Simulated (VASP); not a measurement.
# Na12Cl in VASP: notebook

Runs on Na12Cl. Level: PBE. Tasks: single point.

All numbers are computed with VASP 6.6.1; they aren't measurements. Logs are shortened: lines on timing, memory, paths and dates and some standing lists are left out, and cuts for length are marked.

### Step 1. The cell of the first run

The cell holds a slab with vacuum, 13 atoms: a = 8.391 Å, b = 8.391 Å, c = 19.695 Å, α = 90.00°, β = 90.00°, γ = 90.00°.

### Step 2. Single point, PBE

File INCAR:

```
PREC = Accurate ; ENCUT = 520
EDIFF = 1E-7 ; ISMEAR = 0
SIGMA = 0.1 ; LREAL = F
LASPH = T ; NELM = 60
ALGO = Normal ; ISIF = 2
LWAVE = F ; LCHARG = F
LDIPOL = T ; IDIPOL = 3
DIPOL = 0.5 0.5 0.320 ; GGA = PE
NBANDS = 58
```

File KPOINTS:

```
Automatic mesh
0
Gamma
  3 3 1
```

File POSCAR:

```
Na12Cl
1.0
    8.3906381142      0.0000000000      0.0000000000
    0.0000000000      8.3906381142      0.0000000000
    0.0000000000      0.0000000000     19.6953190567
Na Cl
12 1
Direct
    0.2500000000      0.2500000000      0.2030939427
    0.2500000000      0.7500000000      0.2030939427
    0.7500000000      0.2500000000      0.2030939427
    0.7500000000      0.7500000000      0.2030939427
    0.0000000000      0.0000000000      0.3095994287
    0.0000000000      0.5000000000      0.3095994287
    0.5000000000      0.0000000000      0.3095994287
    0.5000000000      0.5000000000      0.3095994287
    0.2500000000      0.2500000000      0.4161049147
    0.2500000000      0.7500000000      0.4161049147
    0.7500000000      0.2500000000      0.4161049147
    0.7500000000      0.7500000000      0.4161049147
    0.4500000000      0.5000000000      0.4487531305
```

Potentials or basis: VASP PAW PBE potentials, release 64 (Na_pv, Cl).

Started as:

```
$ cat potpaw_PBE.64/Na_pv/POTCAR potpaw_PBE.64/Cl/POTCAR > POTCAR
$ mpirun -np 1 vasp_std > vasp.out
```

OUTCAR:

```text
PREC = Accurate
   ENCUT = 520
   EDIFF = 1E-7
   ISMEAR = 0
   LREAL = F
   LASPH = T
   NELM = 60
   ISIF = 2
   GGA = PE

 ion  position               nearest neighbor table
   1  0.250  0.250  0.203-
   2  0.250  0.750  0.203-
   3  0.750  0.250  0.203-
   4  0.750  0.750  0.203-
   5  0.000  0.000  0.310-
   6  0.000  0.500  0.310-
   7  0.500  0.000  0.310-
   8  0.500  0.500  0.310-
   9  0.250  0.250  0.416-
  10  0.250  0.750  0.416-
  11  0.750  0.250  0.416-
  12  0.750  0.750  0.416-
  13  0.450  0.500  0.449-

  LATTYP: Found a simple tetragonal cell.
 ALAT       =     8.3906381142
 C/A-ratio  =     2.3472969265

  Lattice vectors:

 A1 = (   8.3906381142,   0.0000000000,   0.0000000000)
 A2 = (   0.0000000000,   8.3906381142,   0.0000000000)
 A3 = (   0.0000000000,   0.0000000000,  19.6953190567)

Analysis of symmetry for initial positions (statically):
=====================================================================
 Subroutine PRICEL returns:
 Original cell was already a primitive cell.

 Routine SETGRP: Setting up the symmetry group for a
 simple tetragonal supercell.

 Subroutine GETGRP returns: Found  2 space group operations
 (whereof  2 operations were pure point group operations)
 out of a pool of 16 trial point group operations.

The static configuration has the point symmetry C_1h.

Analysis of symmetry for dynamics (positions and initial velocities):
=====================================================================
 Subroutine PRICEL returns:
 Original cell was already a primitive cell.

 Routine SETGRP: Setting up the symmetry group for a
 simple tetragonal supercell.

 Subroutine GETGRP returns: Found  2 space group operations
 (whereof  2 operations were pure point group operations)
 out of a pool of 16 trial point group operations.

The dynamic configuration has the point symmetry C_1h.

 Subroutine INISYM returns: Found  2 space group operations
 (whereof  2 operations are pure point group operations),
 and found     1 'primitive' translations

[... 106 lines left out ...]
   NELECT =      91.0000    total number of electrons
   NUPDOWN=      -1.0000    fix difference up-down
   EMIN   =  10.00;   EMAX   =-10.00  energy-range for DOS
   EFERMI =   0.00;   METHOD = LEGACY
   ISMEAR =     0;   SIGMA  =   0.10  broadening in eV -4-tet -1-fermi 0-gaus
   EFERMI_NEDOS =   21; number of points for ismear=-14 and -15
   IALGO  =     38    algorithm
   IMIX   =      4    mixing-type and parameters
     AMIX     =   0.40;   BMIX     =  1.00
     AMIX_MAG =   1.60;   BMIX_MAG =  1.00
  volume/ion in A,a.u.               =     106.66       719.79
  Fermi-wavevector in a.u.,A,eV,Ry     =   0.660345  1.247871  5.932897  0.436056
  Thomas-Fermi vector in A             =   1.732764
   LORBIT       =      0    0 simple, 1 ext, 2 COOP (PROOUT), +10 PAW based schemes
   GGA     = PE    functional components
   LHFCALC =     F    Hartree Fock is set to
   AEXX    =    0.0000 exact exchange contribution
   IVDW    =     0    specifies the selected vdW correction
   LEPSILON=     F    determine dielectric tensor
   LRPA    =     F    only Hartree local field effects (RPA)
 non-spin polarized calculation
 Gauss-broadening in eV      SIGMA  =   0.10
  energy-cutoff  :      520.00
  volume of cell :     1386.61
 maximum number of plane-waves:     37361
 NGX is ok and might be reduce to    64
   NGX = 31   NGY = 31   NGZ = 73

 number of electron      91.0000122 magnetization

 dipolmoment           0.000000      0.000000      0.039361 electrons x Angstroem

 Free energy of the ion-electron system (eV)
  ---------------------------------------------------
  ext. energy  EPLUGINS =         0.00000000
  ---------------------------------------------------
  free energy    TOTEN  =       -18.85330828 eV

  energy without entropy =      -18.81202555  energy(sigma->0) =      -18.83266691

 E-fermi :  -1.5326     XC(G=0):  -2.9537

 val. band max:       -1.5619207294   @ k =   0.3333   0.0000   0.0000
 cond. band min:      -1.4732398092   @ k =   0.3333   0.3333   0.0000
 fundamental gap:      0.0886809202
 Fermi energy:        -1.5326243541

 k-point     1 :       0.0000    0.0000    0.0000
  band No.  band energies     occupation
      1     -26.9523      2.00000
      2     -26.9516      2.00000
      3     -26.9362      2.00000
      4     -26.9330      2.00000
      5     -26.9299      2.00000
      6     -26.9277      2.00000
[... 229 lines left out ...]
     56       0.8393      0.00000
     57       0.9814      0.00000
 [bands above 57 left out]

------------------------ aborting loop because EDIFF is reached ----------------------------------------

 vacuum level on the upper side and lower side of the slab       (xc-potential included)         0.006        -0.176

  FORCE on cell =-STRESS in cart. coord.  units (eV):
  Direction    XX          YY          ZZ          XY          YZ          ZX
  --------------------------------------------------------------------------------------
  -------------------------------------------------------------------------------------
  Total       -2.1878169     -2.1948660     -0.2989266      0.0000000      0.0000000      0.2010618
  in kB       -2.5279504     -2.5360954     -0.3453998      0.0000000      0.0000000      0.2323203
  external PRESSURE =      -1.8031486 kB  Pullay stress =       0.0000000 kB

 VOLUME and BASIS-vectors are now :
 -----------------------------------------------------------------------------
  energy-cutoff  :      520.00
  volume of cell :     1386.61
      direct lattice vectors                 reciprocal lattice vectors
     8.390638114  0.000000000  0.000000000     0.119180447  0.000000000  0.000000000
     0.000000000  8.390638114  0.000000000     0.000000000  0.119180447  0.000000000
     0.000000000  0.000000000 19.695319057     0.000000000  0.000000000  0.050773486

 POSITION                                       TOTAL-FORCE (eV/Angst)
 -----------------------------------------------------------------------------------
      2.09766      2.09766      4.00000        -0.006136      0.002931      0.029918
      2.09766      6.29298      4.00000        -0.006136     -0.002931      0.029918
      6.29298      2.09766      4.00000         0.002397     -0.012296      0.038424
      6.29298      6.29298      4.00000         0.002397      0.012296      0.038424
      0.00000      0.00000      6.09766        -0.004658      0.000000      0.007820
      0.00000      4.19532      6.09766        -0.042404      0.000000     -0.051023
      4.19532      0.00000      6.09766         0.008200      0.000000     -0.048294
      4.19532      4.19532      6.09766         0.000048      0.000000     -0.065382
      2.09766      2.09766      8.19532        -0.001876      0.001985      0.017817
      2.09766      6.29298      8.19532        -0.001876     -0.001985      0.017817
      6.29298      2.09766      8.19532        -0.043441      0.032713     -0.005502
      6.29298      6.29298      8.19532        -0.043441     -0.032713     -0.005502
      3.77579      4.19532      8.83834         0.136928      0.000000     -0.004434
 -----------------------------------------------------------------------------------
    total drift:                               -0.000168      0.000000      0.003815

  FREE ENERGIE OF THE ION-ELECTRON SYSTEM (eV)
  ---------------------------------------------------
  free  energy   TOTEN  =       -18.8533082771 eV

  energy  without entropy=      -18.8120255492  energy(sigma->0) =      -18.83266691

 vacuum level on the upper side and lower side of the slab         1.128         0.960
```

Run time: 8.7 min. Hardware: 1 thread of Intel Xeon 6975P-C (Granite Rapids), shared host; peak memory 1.2 GiB.

What came out:

| Quantity | Value |
| --- | --- |
| Free energy | -18.8533 eV |
| Largest force | 0.137 eV/Å |
| Band gap on the k mesh | zero (an odd number of electrons rules out a gap without spin polarisation) |

Forces in eV/Å, atoms in the order of the input:
```
Na  -0.006  0.003  0.030
Na  -0.006 -0.003  0.030
Na   0.002 -0.012  0.038
Na   0.002  0.012  0.038
Na  -0.005  0.000  0.008
Na  -0.042  0.000 -0.051
Na   0.008  0.000 -0.048
Na   0.000  0.000 -0.065
Na  -0.002  0.002  0.018
Na  -0.002 -0.002  0.018
Na  -0.043  0.033 -0.006
Na  -0.043 -0.033 -0.006
Cl   0.137  0.000 -0.004
```

Levels at points of the mesh, in eV from the Fermi level:
| k point | band 43 | band 44 | band 45 | band 46 | band 47 | band 48 | band 49 | band 50 |
| --- | --- | --- | --- | --- | --- | --- | --- | --- |
| (0.00, 0.00, 0.00) | -0.53 | -0.51 | -0.47 | -0.18 | 0.50 | 0.79 | 1.03 | 1.03 |

### Step 3. Single point, PBE

File INCAR:

```
SYSTEM = Na12Cl
ALGO = Normal ; DIPOL = 0.5 0.5 0.323
EDIFF = 1E-6 ; ENCUT = 520
GGA = PE ; IDIPOL = 3
ISIF = 2 ; ISMEAR = 0
LASPH = .TRUE. ; LCHARG = .FALSE.
LDIPOL = .TRUE. ; LREAL = .FALSE.
LWAVE = .FALSE. ; NBANDS = 58
NELM = 60 ; PREC = Accurate
SIGMA = 0.1
```

File KPOINTS:

```
k-points
0
G
  3 3 1
  0 0 0
```

POSCAR: that of step 2 with these lines changed.

```diff
@@ -20,2 +20,2 @@
     0.7500000000      0.7500000000      0.4161049147
-    0.4500000000      0.5000000000      0.4487531305
+    0.3000000000      0.5000000000      0.4869513137
```

Potentials or basis: VASP PAW PBE potentials, release 64 (Na_pv, Cl).

Started as:

```
$ cat potpaw_PBE.64/Na_pv/POTCAR potpaw_PBE.64/Cl/POTCAR > POTCAR
$ mpirun -np 1 vasp_std > vasp.out
```

Run time: 8.8 min. Hardware: 1 thread of Intel Xeon 6975P-C (Granite Rapids), shared host; peak memory 1.2 GiB.

Results (log left out):

- Free energy: -18.5212 eV
- Largest force: 0.137 eV/Å
- Band gap on the k mesh: zero (an odd number of electrons rules out a gap without spin polarisation)

Forces in eV/Å, atoms in the order of the input:
```
Na  -0.003  0.012  0.046
Na  -0.003 -0.012  0.046
Na   0.002 -0.028  0.036
Na   0.002  0.028  0.036
Na  -0.013  0.000 -0.022
Na  -0.046  0.000 -0.052
Na   0.014  0.000 -0.036
Na   0.012  0.000 -0.013
Na  -0.034 -0.132  0.007
Na  -0.034  0.132  0.007
Na  -0.007 -0.020 -0.033
Na  -0.007  0.020 -0.033
Cl   0.118  0.000  0.011
```

Levels at points of the mesh, in eV from the Fermi level:
```csv
k point,band 42,band 43,band 44,band 45,band 46,band 47,band 48,band 49,band 50,band 51
"(0.00, 0.00, 0.00)",-1.10,-0.54,-0.53,-0.39,-0.30,0.60,0.90,1.04,1.09,1.19
```

The gap in the log of VASP goes by the Fermi energy; the results here count the filled bands.